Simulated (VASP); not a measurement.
Write the native input for VASP 6.6.1 that does the following.

| Item | Value |
| --- | --- |
| Task | single point |
| Functional | r2SCAN |
| Potentials or basis | VASP PAW PBE potentials, release 64 (Pb_d, S) |
| Cutoff | 520 eV |
| k mesh | 4 × 4 × 4, shifted |
| Occupations | gaussian, width 0.01 eV |
| Spin | no spin polarisation |
| Dipole correction | no |
| Further INCAR settings | ALGO = Normal; EDIFF = 1e-07; NBANDS = 17; ISYM = 0 |

The system is PbS.

```xyz
2
Lattice="0.0000 3.3010 3.3010 3.3010 0.0000 3.3010 3.3010 3.3010 0.0000" Properties=species:S:1:pos:R:3 pbc="T T T"
Pb    0.0000    0.0000    0.0000
S     1.6505    1.6505    1.6505
```

These files were run (other wordings do the same):

POSCAR

```
PbS
1.0
    0.0000000000      3.3009774971      3.3009774971
    3.3009774971      0.0000000000      3.3009774971
    3.3009774971      3.3009774971      0.0000000000
Pb S
1 1
Direct
    0.0000000000      0.0000000000      0.0000000000
    0.2500000000      0.2500000000      0.2500000000
```

INCAR.step1

```
  ALGO = Normal
  EDIFF = 1E-4
  ENCUT = 520
  GGA = PE
  ISMEAR = 0
  ISYM = 0
  LASPH = True
  LCHARG = False
  LREAL = False
  LWAVE = True
  NBANDS = 17
  NELM = 80
  PREC = Accurate
  SIGMA = 0.01
```

INCAR.step2

```
  ALGO = Normal
  EDIFF = 1E-7
  ENCUT = 520
  ISIF = 2
  ISMEAR = 0
  ISTART = 1
  ISYM = 0
  LASPH = True
  LCHARG = True
  LELF = True
  LMIXTAU = True
  LREAL = False
  LVHAR = True
  LWAVE = False
  METAGGA = R2SCAN
  NBANDS = 17
  NELM = 80
  PREC = Accurate
  SIGMA = 0.01
```

KPOINTS

```
Automatic mesh
0
Gamma
  4 4 4
  0 0 0.5
```

Potentials or basis: VASP PAW PBE potentials, release 64 (Pb_d, S).

Launch:

```console
$ cat potpaw_PBE.64/Pb_d/POTCAR potpaw_PBE.64/S/POTCAR > POTCAR
$ cp INCAR.step1 INCAR
$ mpirun -np 1 vasp_std > vasp.out
$ cp INCAR.step2 INCAR
$ mpirun -np 1 vasp_std > vasp.out
```

It gave:

```json
{
  "Pressure": "0.0 GPa",
  "Band gap on the k mesh": "1.50 eV (least direct gap 1.69 eV)"
}
```

Caveat: the structure was generated, so it needn't be the stable form of PbS; the PAW data sets were made with another functional, which shifts forces and pressure a little; spin-orbit coupling is left out, which moves the levels of the heavy elements; a shifted mesh leaves out Γ, where band edges can lie.

Run time: 9.3 min on 1 thread of AMD EPYC 7R13 Processor (Zen 3), with other jobs on the host, peak memory 0.29 GiB.
